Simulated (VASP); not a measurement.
# SiC (P6_3mc) in VASP: further runs, part 2 of 2

VASP 6.6.1.

## Step 3: Relaxation of cell and atoms, PBE, target pressure 10 GPa, at which the enthalpy is minimised

File INCAR:

```
ALGO = Normal
EDIFF = 1E-7
EDIFFG = -0.05
ENCUT = 600
GGA = PE
GGA_COMPAT = F
IBRION = 2
ISIF = 3
ISMEAR = 0
LASPH = T
LCHARG = F
LREAL = F
LWAVE = F
NELM = 120
NELMIN = 4
NSW = 80
PREC = Accurate
PSTRESS = 100.0
SIGMA = 0.01
```

File KPOINTS:

```
k-points
0
Gamma
  6 6 4
```

File POSCAR:

```
SiC
1.0
    3.0760000000      0.0000000000      0.0000000000
   -1.5380000000      2.6638940000      0.0000000000
    0.0000000000      0.0000000000      5.0480000000
Si C
2 2
Direct
    0.3333333333      0.6666666667      0.0000000000
    0.6666666667      0.3333333333      0.5000000000
    0.3333333333      0.6666666667      0.3850000000
    0.6666666667      0.3333333333      0.8850000000
```

Potentials or basis: VASP PAW PBE potentials, release 64 (Si, C).

On the command line:

```sh
cat potpaw_PBE.64/Si/POTCAR potpaw_PBE.64/C/POTCAR > POTCAR
mpirun -np 1 vasp_std > vasp.out
```

OUTCAR:

```text
EDIFF = 1E-7
   EDIFFG = -0.05
   ENCUT = 600
   GGA = PE
   IBRION = 2
   ISIF = 3
   ISMEAR = 0
   LASPH = T
   LREAL = F
   NELM = 120
   NELMIN = 4
   NSW = 80
   PREC = Accurate
   PSTRESS = 100.0

 ion  position               nearest neighbor table
   1  0.333  0.667  0.000-   4 1.87   4 1.87   4 1.87   3 1.94   2 3.09   2 3.09   2 3.09   2 3.09
                             2 3.09   2 3.09
   2  0.667  0.333  0.500-   3 1.87   3 1.87   3 1.87   4 1.94   1 3.09   1 3.09   1 3.09   1 3.09
                             1 3.09   1 3.09
   3  0.333  0.667  0.385-   2 1.87   2 1.87   2 1.87   1 1.94
   4  0.667  0.333  0.885-   1 1.87   1 1.87   1 1.87   2 1.94

  LATTYP: Found a hexagonal cell.
 ALAT       =     3.0760000000
 C/A-ratio  =     1.6410923277

  Lattice vectors:

 A1 = (   3.0760000000,   0.0000000000,   0.0000000000)
 A2 = (  -1.5380000000,   2.6638940000,   0.0000000000)
 A3 = (   0.0000000000,   0.0000000000,   5.0480000000)

Analysis of symmetry for initial positions (statically):
=====================================================================
 Subroutine PRICEL returns:
 Original cell was already a primitive cell.

 Routine SETGRP: Setting up the symmetry group for a
 hexagonal supercell.

 Subroutine GETGRP returns: Found 12 space group operations
 (whereof  6 operations were pure point group operations)
 out of a pool of 24 trial point group operations.

The static configuration has the point symmetry C_3v.
 The point group associated with its full space group is C_6v.

Analysis of symmetry for dynamics (positions and initial velocities):
=====================================================================
 Subroutine PRICEL returns:
 Original cell was already a primitive cell.

 Routine SETGRP: Setting up the symmetry group for a
 hexagonal supercell.

 Subroutine GETGRP returns: Found 12 space group operations
 (whereof  6 operations were pure point group operations)
 out of a pool of 24 trial point group operations.

The dynamic configuration has the point symmetry C_3v.
 The point group associated with its full space group is C_6v.

 Subroutine INISYM returns: Found 12 space group operations
 (whereof  6 operations are pure point group operations),
 and found     1 'primitive' translations

----------------------------------------------------------------------------------------

                                     Primitive cell

  volume of cell :      41.3640

  direct lattice vectors                    reciprocal lattice vectors
     3.076000000  0.000000000  0.000000000     0.325097529  0.187695156  0.000000000
    -1.538000000  2.663894000  0.000000000     0.000000000  0.375390312  0.000000000
     0.000000000  0.000000000  5.048000000     0.000000000  0.000000000  0.198098257

  length of vectors
     3.076000000  3.075999877  5.048000000     0.375390297  0.375390312  0.198098257

  position of ions in fractional coordinates (direct lattice)
     0.333333333  0.666666667  0.000000000
     0.666666667  0.333333333  0.500000000
     0.333333333  0.666666667  0.385000000
     0.666666667  0.333333333  0.885000000

  ion indices of the primitive-cell ions
   primitive index   ion index
                 1           1
                 2           2
                 3           3
                 4           4

----------------------------------------------------------------------------------------

 KPOINTS: k-points

Automatic generation of k-mesh.
 Grid dimensions read from file:
 generate k-points for:    6    6    4

 Generating k-lattice:

  Cartesian coordinates                     Fractional coordinates (reciprocal lattice)
     0.054182922  0.031282526  0.000000000     0.166666667  0.000000000  0.000000000
     0.000000000  0.062565052  0.000000000     0.000000000  0.166666667  0.000000000
     0.000000000  0.000000000  0.049524564     0.000000000  0.000000000  0.250000000

  Length of vectors
     0.062565050  0.062565052  0.049524564

  Shift w.r.t. Gamma in fractional coordinates (k-lattice)
     0.000000000  0.000000000  0.000000000

 Subroutine IBZKPT returns following result:
 ===========================================

 Found     21 irreducible k-points:

 Following reciprocal coordinates:
            Coordinates               Weight
  0.000000  0.000000  0.000000      1.000000
  0.166667 -0.000000  0.000000      6.000000
  0.333333  0.000000  0.000000      6.000000
  0.500000  0.000000  0.000000      3.000000
  0.166667  0.166667  0.000000      6.000000
  0.333333  0.166667  0.000000     12.000000
[... 13 lines left out ...]
  0.333333  0.166667  0.500000     12.000000
  0.333333  0.333333  0.500000      2.000000
   k-points           NKPTS =     21   k-points in BZ     NKDIM =     21   number of bands    NBANDS=     12
   number of dos      NEDOS =    301   number of ions     NIONS =      4
   total plane-waves  NPLWV =  31360
   dimension x,y,z NGX =    28 NGY =   28 NGZ =   40
   dimension x,y,z NGXF=    56 NGYF=   56 NGZF=   80
   ions per type =               2   2
   NGX,Y,Z   is equivalent  to a cutoff of  15.13, 15.13, 13.17 a.u.
   NGXF,Y,Z  is equivalent  to a cutoff of  30.27, 30.27, 26.35 a.u.
 SYSTEM =  unknown system
   PREC   = accura    normal or accurate (medium, high low for compatibility)
   ISTART =      0    job   : 0-new  1-cont  2-samecut
   ICHARG =      2    charge: 1-file 2-atom 10-const
   ISPIN  =      1    spin polarized calculation?
   LNONCOLLINEAR =      F non collinear calculations
   LSORBIT =      F    spin-orbit coupling
   LASPH  =      T    aspherical Exc in radial PAW
   ENCUT  =  600.0 eV  44.10 Ry    6.64 a.u.   6.14  6.14 10.08*2*pi/ulx,y,z
   NELM   =    120;   NELMIN=  4; NELMDL= -5     # of ELM steps
   EDIFF  = 0.1E-06   stopping-criterion for ELM
   LREAL  =      F    real-space projection
   EDIFFG = -.5E-01   stopping-criterion for IOM
   NSW    =     80    number of steps for IOM
   IBRION =      2    ionic relax: 0-MD 1-quasi-New 2-CG
   NFREE  =      1    steps in history (QN), initial steepest desc. (CG)
   ISIF   =      3    stress and relaxation
   ISYM   =      2    0-nonsym 1-usesym 2-fastsym
   POTIM  = 0.5000    time-step for ionic-motion
   TEBEG  =    0.0;   TEEND  =   0.0 temperature during run
   PSTRESS=  100.0 pullay stress
   NELECT =      16.0000    total number of electrons
   NUPDOWN=      -1.0000    fix difference up-down
   EMIN   =  10.00;   EMAX   =-10.00  energy-range for DOS
   EFERMI =   0.00;   METHOD = LEGACY
   ISMEAR =     0;   SIGMA  =   0.01  broadening in eV -4-tet -1-fermi 0-gaus
   EFERMI_NEDOS =   21; number of points for ismear=-14 and -15
   IALGO  =     38    algorithm
   IMIX   =      4    mixing-type and parameters
     AMIX     =   0.40;   BMIX     =  1.00
     AMIX_MAG =   1.60;   BMIX_MAG =  1.00
  volume/ion in A,a.u.               =      10.34        69.78
  Fermi-wavevector in a.u.,A,eV,Ry     =   1.192817  2.254098 19.358550  1.422813
  Thomas-Fermi vector in A             =   2.328847
   LORBIT       =      0    0 simple, 1 ext, 2 COOP (PROOUT), +10 PAW based schemes
   GGA     = PE    functional components
   LHFCALC =     F    Hartree Fock is set to
   AEXX    =    0.0000 exact exchange contribution
   IVDW    =     0    specifies the selected vdW correction
   LEPSILON=     F    determine dielectric tensor
   LRPA    =     F    only Hartree local field effects (RPA)
 conjugate gradient relaxation of ions
 non-spin polarized calculation
 Gauss-broadening in eV      SIGMA  =   0.01
  energy-cutoff  :      600.00
  volume of cell :       41.36
 maximum number of plane-waves:      1404
 NGX is ok and might be reduce to    28
   NGX = 13   NGY = 13   NGZ = 21

--------------------------------------- Ionic step        1  -------------------------------------------

 number of electron      16.0000001 magnetization

 Free energy of the ion-electron system (eV)
  ---------------------------------------------------
  ext. energy  EPLUGINS =         0.00000000
  ---------------------------------------------------
  free energy    TOTEN  =       -30.06040668 eV

  energy without entropy =      -30.06040668  energy(sigma->0) =      -30.06040668

------------------------ aborting loop because EDIFF is reached ----------------------------------------

  FORCE on cell =-STRESS in cart. coord.  units (eV):
  Direction    XX          YY          ZZ          XY          YZ          ZX
  --------------------------------------------------------------------------------------
  -------------------------------------------------------------------------------------
  Total        1.3316852      1.3316850      0.0457155      0.0000000      0.0000000      0.0000000
  in kB       51.5809723     51.5809668      1.7707244      0.0000000      0.0000000      0.0000000
  external PRESSURE =     -65.0224455 kB  Pullay stress =     100.0000000 kB
[... 145 lines left out ...]
  enthalpy is  TOTEN    =       -27.5362270140 eV   P V=        2.5029076164

--------------------------------------- Ionic step        5  -------------------------------------------

 number of electron      15.9999999 magnetization

 Free energy of the ion-electron system (eV)
  ---------------------------------------------------
  ext. energy  EPLUGINS =         0.00000000
  ---------------------------------------------------
  free energy    TOTEN  =       -30.04962469 eV

  energy without entropy =      -30.04962469  energy(sigma->0) =      -30.04962469

 E-fermi :   8.6597     XC(G=0): -11.4718

 val. band max:        8.5862919700   @ k =   0.0000   0.0000   0.0000
 cond. band min:      10.8027335998   @ k =   0.3333   0.3333   0.0000
 fundamental gap:      2.2164416298
 Fermi energy:         8.6597021437

 k-point     1 :       0.0000    0.0000    0.0000
  band No.  band energies     occupation
      1      -7.2124      2.00000
      2      -3.5318      2.00000
      3      -0.2809      2.00000
      4       7.2514      2.00000
      5       7.2514      2.00000
      6       8.4671      2.00000
      7       8.5863      2.00000
      8       8.5863      2.00000
      9      13.6125      0.00000
     10      15.1007      0.00000
     11      15.4096      0.00000
     12      15.4097      0.00000
[... 329 lines left out ...]
  FREE ENERGIE OF THE ION-ELECTRON SYSTEM (eV)
  ---------------------------------------------------
  free  energy   TOTEN  =       -30.0496246850 eV

  energy  without entropy=      -30.0496246850  energy(sigma->0) =      -30.04962469

  enthalpy is  TOTEN    =       -27.5392317331 eV   P V=        2.5103929519

 reached required accuracy - stopping structural energy minimisation
```

OSZICAR:

```text
N       E                     dE             d eps       ncg     rms          rms(c)
DAV:   1     0.433136859525E+02    0.43314E+02   -0.80691E+03   504   0.133E+03
DAV:   2    -0.306423835727E+02   -0.73956E+02   -0.67630E+02   768   0.203E+02
DAV:   3    -0.337741746958E+02   -0.31318E+01   -0.31133E+01   652   0.411E+01
[... 43 lines left out ...]
DAV:   3    -0.300496219413E+02    0.46066E-03   -0.86656E-04   592   0.228E-01    0.156E-02
DAV:   4    -0.300496253910E+02   -0.34498E-05   -0.79943E-05   600   0.720E-02    0.113E-02
DAV:   5    -0.300496249221E+02    0.46897E-06   -0.14840E-06   600   0.993E-03    0.561E-03
DAV:   6    -0.300496247228E+02    0.19926E-06   -0.40524E-07   580   0.509E-03    0.117E-03
DAV:   7    -0.300496246850E+02    0.37805E-07   -0.40032E-08   300   0.174E-03
   5 F= -.27539232E+02 E0= -.27539232E+02  d E =-.300472E-02
```

CONTCAR:

```text
SiC
   1.00000000000000
     3.0481130518673378    0.0000000000000000    0.0000000000000000
    -1.5240565259336689    2.6397431857709801   -0.0000000000000000
     0.0000000000000000    0.0000000000000000    4.9987284090226414
  Si              C
     2     2
Direct
     0.3333333332999970    0.6666666667000030    0.0047122100305355
     0.6666666667000030    0.3333333332999970    0.5047122100305356
     0.3333333332999970    0.6666666667000030    0.3802877899694625
     0.6666666667000030    0.3333333332999970    0.8802877899694624

  0.00000000E+00  0.00000000E+00  0.00000000E+00
  0.00000000E+00  0.00000000E+00  0.00000000E+00
  0.00000000E+00  0.00000000E+00  0.00000000E+00
  0.00000000E+00  0.00000000E+00  0.00000000E+00
```

It took 63 s on 1 thread of Intel Xeon Platinum 8375C at 2.90GHz (Ice Lake), shared host; peak memory 0.17 GiB.

Results:

```
Free energy                                                : -30.0496 eV
Relaxed volume                                             : 10.06 Å³/atom
Relaxed cell                                               : a = 3.048 Å, b = 3.048 Å, c = 4.999 Å, α = 90.00°, β = 90.00°, γ = 120.00°
Space group after relaxing (to 0.1 Å)                      : P6_3mc (No. 186)
Energy change on relaxing (the run minimises the enthalpy) : +2.7 meV/atom
Ionic steps                                                : 5
Pressure after relaxing                                    : 9.9 GPa
Largest force after relaxing                               : 0.034 eV/Å
Band gap on the k mesh                                     : 2.22 eV (least direct gap 4.01 eV)
```

Forces on the atoms (eV/Å):
```
Si   0.000  0.000 -0.034
Si   0.000  0.000 -0.034
C    0.000  0.000  0.034
C    0.000  0.000  0.034
```

Stress tensor (GPa, compression positive):
```
 9.82  0.00  0.00
 0.00  9.82  0.00
 0.00  0.00 10.03
```

The path:
| step | energy change (eV) | largest force (eV/Å) | pressure (GPa) | volume (Å³) |
| --- | --- | --- | --- | --- |
| 1 | 0.0000 | 0.7450 | 3.50 | 41.36 |
| 2 | 0.1656 | 0.8065 | 19.10 | 38.90 |
| 3 | 0.0198 | 0.1258 | 10.47 | 40.13 |
| 4 | 0.0213 | 0.1105 | 10.62 | 40.10 |
| 5 | 0.0108 | 0.0337 | 9.89 | 40.22 |

Final structure:
```xyz
4
Lattice="3.0481 0.0000 0.0000 -1.5241 2.6397 0.0000 0.0000 0.0000 4.9987" Properties=species:S:1:pos:R:3 pbc="T T T"
Si    0.0000    1.7598    0.0236
Si    1.5241    0.8799    2.5229
C     0.0000    1.7598    1.9010
C     1.5241    0.8799    4.4003
```

Caveat: the cell is relaxed towards a set pressure, so the run minimises the enthalpy, not the energy; the relaxation stopped at a loose force limit of 0.05 eV/Å, so its end isn't a converged minimum.
